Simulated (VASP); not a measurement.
Write the native input for VASP 6.6.1 that does the following.

```
Task                   : single point
Functional             : PBE
Dispersion             : D3(BJ)
Potentials or basis    : VASP PAW PBE potentials, release 64 (Pb_d, S)
Cutoff                 : 520 eV
k mesh                 : 10 × 10 × 10
Occupations            : gaussian, width 0.03 eV
Spin                   : no spin polarisation
Dipole correction      : no
Further INCAR settings : ALGO = Normal; EDIFF = 1e-06; NBANDS = 17
```

The structure of PbS lies in POSCAR:

```
PbS
1.0
    0.0000000000      3.0168875000      2.9650000000
    2.9650000000      0.0000000000      2.9650000000
    2.9650000000      3.0168875000      0.0000000000
Pb S
1 1
Direct
    0.0000000000      0.0000000000      0.0000000000
    0.5000000000      0.5000000000      0.5000000000
```

This cell differs from its parent crystal: strain +0.0175 x Voigt [0, 1, 0, 0, 0, 0].

These files were run (other wordings do the same):

INCAR

```
PREC = Accurate ; ENCUT = 520
EDIFF = 1E-6 ; ISMEAR = 0
SIGMA = 0.03 ; LREAL = F
LASPH = T ; NELM = 100
ALGO = Normal ; ISIF = 2
LWAVE = F ; LCHARG = T
GGA = PE ; IVDW = 12
LELF = T ; LVHAR = T
NBANDS = 17
```

KPOINTS

```
regular mesh
0
Gamma
  10 10 10
```

Potentials or basis: VASP PAW PBE potentials, release 64 (Pb_d, S).

The run is started by

```sh
$ cat potpaw_PBE.64/Pb_d/POTCAR potpaw_PBE.64/S/POTCAR > POTCAR
$ mpirun -np 1 vasp_std > vasp.out
```

Results of the run:

- Pressure: -0.9 GPa
- Band gap on the k mesh: 0.42 eV, direct
- Dispersion energy per atom: -0.341 eV

Caveat: the cell differs from its parent crystal (strain +0.0175 x Voigt [0, 1, 0, 0, 0, 0]); spin-orbit coupling is left out, which moves the levels of the heavy elements.

Wall time 63 s on 1 thread of Intel(R) Xeon(R) Platinum 8259CL CPU @ 2.50GHz (Skylake/Cascade Lake) (shared host), peak memory 0.24 GiB.
